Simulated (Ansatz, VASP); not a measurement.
# One calculation of Rb4Te3Au3, two programs

Contents of INCAR:

```
PREC     = Accurate       # precision mode
ENCUT    = 520            # plane-wave cutoff, eV
EDIFF    = 1E-6           # SCF threshold, eV
ISMEAR   = 0              # smearing method
SIGMA    = 0.1            # smearing width, eV
LREAL    = False          # projectors in reciprocal space
LASPH    = True           # aspherical terms in the spheres
NELM     = 100            # most SCF steps
ALGO     = Fast           # electronic algorithm
ISIF     = 2              # what is computed and relaxed
LWAVE    = False          # write WAVECAR
LCHARG   = False          # write CHGCAR
GGA      = PE             # functional
NBANDS   = 54             # bands
```

The input KPOINTS:

```
Automatic mesh
0
Gamma
  3 3 2
```

File POSCAR:

```
Rb4Te3Au3
1.0
    6.7903315700      0.0000000000      0.0000000000
   -3.3951657800      5.8805996400      0.0000000000
    0.0000000000      0.0000000000      9.7543520700
Rb Te Au
4 3 3
Direct
    0.8616402400      0.1383597600      0.5000000000
    0.8616402400      0.7232804900      0.5000000000
    0.2767195100      0.1383597600      0.5000000000
    0.6666666700      0.3333333300      0.0000000000
    0.3333333300      0.6666666700      0.0000000000
    0.0000000000      0.0000000000      0.8542417300
    0.0000000000      0.0000000000      0.1457582700
    0.4724169000      0.5275831000      0.5000000000
    0.4724169000      0.9448338000      0.5000000000
    0.0551662000      0.5275831000      0.5000000000
```

Input for Ansatz:

```yaml
crystal:
  lattice:
    - [6.79033157, 0.0, 0.0]
    - [-3.39516578, 5.88059964, 0.0]
    - [0.0, 0.0, 9.75435207]
  atoms:
    - { symbol: Rb, position: [0.86164024, 0.13835976, 0.5] }
    - { symbol: Rb, position: [0.86164024, 0.72328049, 0.5] }
    - { symbol: Rb, position: [0.27671951, 0.13835976, 0.5] }
    - { symbol: Rb, position: [0.66666667, 0.33333333, 0.0] }
    - { symbol: Te, position: [0.33333333, 0.66666667, 0.0] }
    - { symbol: Te, position: [0.0, 0.0, 0.85424173] }
    - { symbol: Te, position: [0.0, 0.0, 0.14575827] }
    - { symbol: Au, position: [0.4724169, 0.5275831, 0.5] }
    - { symbol: Au, position: [0.4724169, 0.9448338, 0.5] }
    - { symbol: Au, position: [0.0551662, 0.5275831, 0.5] }
basis:
  ecutwfc: 420
kpoints:
  mp_grid: { grid: [3, 3, 2] }
hamiltonian:
  xc: pbe
scf:
  occupations: { method: gaussian, width: 0.1 }
  lower_state_search: "off"
output:
  forces: true
  stress: true
  eigenvalues: true
```

Alike in both runs: task single point; functional PBE; k mesh 3 × 3 × 2; occupations gaussian, width 0.1 eV; no spin polarisation.

|  | VASP | Ansatz |
| --- | --- | --- |
| version | VASP 6.6.1 | Ansatz 0.2.0 |
| potentials or method | VASP PAW PBE potentials, release 64 (Rb_sv, Te, Au), cutoff 520 eV | scalar-relativistic, plane waves, PAW |
| valence electrons in the cell | 87 | 141 |

VASP gave:

- gap on the k mesh at the Fermi level (eV): none
- pressure (GPa): 15.1
- traceless stress, the component that is largest in VASP (GPa): -17.64
- rms of the force components (eV/Å): 2.429

What did Ansatz give for the same quantities?

gap on the k mesh at the Fermi level (eV): none; pressure (GPa): 14.4; traceless stress, the component that is largest in VASP (GPa): -16.96; rms of the force components (eV/Å): 2.281.

Atom by atom the forces differ by 0.150 eV/Å (rms over components). A gap of «none» marks a metal or a gap that the smearing closes. VASP's potentials hold 87 valence electrons a cell and Ansatz's 141, so a difference there can come from the potentials and not from the codes.

Spin-orbit coupling is off throughout.
